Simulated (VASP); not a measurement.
Set up this calculation in VASP 6.6.1, as the native input.

* Task: relaxation of cell and atoms
* Functional: r2SCAN
* Potentials or basis: VASP PAW PBE potentials, release 64 (Cd, S)
* Cutoff: 600 eV
* k mesh: 6 × 6 × 6
* Occupations: gaussian, width 0.01 eV
* Spin: no spin polarisation
* Target pressure: 1 GPa
* Dipole correction: no
* Further INCAR settings: ALGO = Normal; EDIFF = 1e-07; IBRION = 2; EDIFFG = -0.002; NSW = 100; ISIF = 3

The system is CdS (Hawleyite).

```xyz
2
Lattice="0.0000 2.9393 2.9393 2.9393 0.0000 2.9393 2.9393 2.9393 0.0000" Properties=species:S:1:pos:R:3 pbc="T T T"
Cd    0.0000    0.0000    0.0000
S     4.4089    4.4089    4.4089
```

These files were run (other wordings do the same):

POSCAR

```
CdS
1.0
    0.0000000000      2.9392750276      2.9392750276
    2.9392750276      0.0000000000      2.9392750276
    2.9392750276      2.9392750276      0.0000000000
Cd S
1 1
Direct
    0.0000000000      0.0000000000      0.0000000000
    0.7500000000      0.7500000000      0.7500000000
```

INCAR.step1

```
SYSTEM = CdS
  ALGO = Normal
  EDIFF = 1E-4
  ENCUT = 600
  GGA = PE
  ISMEAR = 0
  LASPH = .True.
  LCHARG = .False.
  LREAL = .False.
  LWAVE = .True.
  NELM = 60
  PREC = Accurate
  SIGMA = 0.01
```

INCAR.step2

```
SYSTEM = CdS
  ALGO = Normal
  EDIFF = 1E-7
  EDIFFG = -0.002
  ENCUT = 600
  IBRION = 2
  ISIF = 3
  ISMEAR = 0
  ISTART = 1
  LASPH = .True.
  LCHARG = .False.
  LMIXTAU = .True.
  LREAL = .False.
  LWAVE = .False.
  METAGGA = R2SCAN
  NELM = 60
  NSW = 100
  PREC = Accurate
  PSTRESS = 10.0
  SIGMA = 0.01
```

KPOINTS

```
k-points
0
Gamma
  6 6 6
  0 0 0
```

Potentials or basis: VASP PAW PBE potentials, release 64 (Cd, S).

The run is started by

```sh
$ cat potpaw_PBE.64/Cd/POTCAR potpaw_PBE.64/S/POTCAR > POTCAR
$ cp INCAR.step1 INCAR
$ mpirun -np 1 vasp_std > vasp.out
$ cp INCAR.step2 INCAR
$ mpirun -np 1 vasp_std > vasp.out
```

It gave:

| Property | Result |
| --- | --- |
| Relaxed volume | 25.09 Å³/atom |
| Relaxed cell | a = 4.140 Å, b = 4.140 Å, c = 4.140 Å, α = 60.00°, β = 60.00°, γ = 60.00° |
| Space group after relaxing (to 0.05 Å) | F-43m (No. 216) |
| Energy change on relaxing (the enthalpy is what falls) | +1.2 meV/atom |
| Ionic steps | 3 |
| Pressure after relaxing | 1.0 GPa |
| Band gap on the k mesh | 1.57 eV, direct |

Caveat: the cell is relaxed towards a set pressure, so the enthalpy falls and the energy may rise; the PAW data sets were made with another functional, which shifts forces and pressure a little.

Run time: 2.2 min on 1 thread of Intel(R) Xeon(R) Platinum 8488C (Sapphire Rapids), on a shared host, peak memory 0.23 GiB.
